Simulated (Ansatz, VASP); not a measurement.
## One calculation of Zn, two programs

INCAR

```
PREC = Accurate
ENCUT = 520
EDIFF = 1E-7
ISMEAR = -1
SIGMA = 0.05
LREAL = False
LASPH = True
NELM = 80
ALGO = Normal
ISIF = 2
LWAVE = False
LCHARG = False
GGA = PE
NBANDS = 19
```

Contents of KPOINTS:

```
Automatic mesh
0
Gamma
  12 12 12
```

Contents of POSCAR:

```
Zn
1.0
    0.0000000000      2.7614206301      2.7614206301
    2.7614206301      0.0000000000      2.7614206301
    2.7614206301      2.7614206301      0.0000000000
Zn
2
Direct
   -0.1250000000     -0.1250000000     -0.1250000000
    0.1250000000      0.1250000000      0.1250000000
```

Input for Ansatz:

```yaml
crystal:
  lattice:
    - [0.0, 2.7614206301, 2.7614206301]
    - [2.7614206301, 0.0, 2.7614206301]
    - [2.7614206301, 2.7614206301, 0.0]
  atoms:
    - { symbol: Zn, position: [-0.125, -0.125, -0.125] }
    - { symbol: Zn, position: [0.125, 0.125, 0.125] }
kpoints:
  mp_grid: { grid: [12, 12, 12] }
scf:
  occupations: { method: fermi_dirac, width: 0.05 }
hamiltonian:
  xc: pbe
  pseudopotentials: { kind: all_electron, lapw: { basis_error: 0.001 } }
output:
  forces: true
  stress: true
  eigenvalues: true
  populations: true
```

Change from the starting cell: volume scaled by 0.85, LAPW.

Alike in both runs: task single point; functional PBE; k mesh 12 × 12 × 12; occupations fermi-dirac, width 0.05 eV; no spin polarisation.

|  | VASP | Ansatz |
| --- | --- | --- |
| version | VASP 6.6.1 | Ansatz 0.2.0 |
| potentials or method | VASP PAW PBE potentials, release 64 (Zn), cutoff 520 eV | all-electron LAPW, scalar-relativistic |

```csv
,VASP,Ansatz,Ansatz less VASP
pressure (GPa),6.7,6.4,-0.30
```

Ansatz ran all-electron here, and VASP with PAW potentials.
